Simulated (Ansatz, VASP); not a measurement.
## Cr in VASP and in Ansatz

Contents of INCAR:

```
SYSTEM = Cr
PREC = Accurate
ENCUT = 520
EDIFF = 1E-7
ISMEAR = 0
SIGMA = 0.15
LREAL = .False.
LASPH = .True.
NELM = 150
ALGO = Normal
ISIF = 2
LWAVE = .False.
LCHARG = .True.
ISPIN = 2
MAGMOM = -1.69 1.69
LORBIT = 11
LMAXMIX = 4
GGA = PS
LELF = .True.
LVHAR = .True.
NBANDS = 23
```

File KPOINTS:

```
Automatic mesh
0
Gamma
  16 16 16
  0 0 0
```

POSCAR

```
Cr
1.0
    2.9688993551      0.0000000000      0.0000000000
    0.0000000000      2.9688993551      0.0000000000
    0.0000000000      0.0000000000      2.9688993551
Cr
2
Direct
    0.0000000000      0.0000000000      0.0000000000
    0.5000000000      0.5000000000      0.5000000000
```

Input for Ansatz:

```yaml
crystal:
  lattice:
    - [2.9688993551, 0.0, 0.0]
    - [0.0, 2.9688993551, 0.0]
    - [0.0, 0.0, 2.9688993551]
  atoms:
    - { symbol: Cr, position: [0.0, 0.0, 0.0], spin: -1.69 }
    - { symbol: Cr, position: [0.5, 0.5, 0.5], spin: 1.69 }
basis:
  ecutwfc: 420
kpoints:
  mp_grid: { grid: [16, 16, 16] }
hamiltonian:
  xc: pbesol
scf:
  occupations: { method: gaussian, width: 0.15 }
output:
  forces: true
  stress: true
  eigenvalues: true
  populations: true
magnetization:
  spin_polarized: true
```

Alike in both runs: task single point; functional PBEsol; k mesh 16 × 16 × 16; occupations gaussian, width 0.15 eV; collinear spin.

|  | VASP | Ansatz |
| --- | --- | --- |
| version | VASP 6.6.1 | Ansatz 0.2.0 |
| potentials or method | VASP PAW PBE potentials, release 64 (Cr_pv), cutoff 520 eV | scalar-relativistic, plane waves, PAW |
| valence electrons in the cell | 24 | 28 |

|  | VASP | Ansatz | Ansatz less VASP |
| --- | --- | --- | --- |
| gap on the k mesh at the Fermi level (eV) | none | none | - |
| pressure (GPa) | -22.0 | -22.3 | -0.28 |
| net moment per atom (μB) | 0.00 | 0.00 | 0.000 |
| size of the moment on the site where the two differ most (μB) | 1.69 | 1.59 | -0.107 |

VASP's potentials were made for PBE, not for PBEsol. Site moments also hang on the region over which each program counts them. A gap of «none» marks a metal or a gap that the smearing closes. The functional is the same, so the differences come from potentials, cutoffs and numerics. VASP's potentials hold 24 valence electrons a cell and Ansatz's 28, so a difference there can come from the potentials and not from the codes.
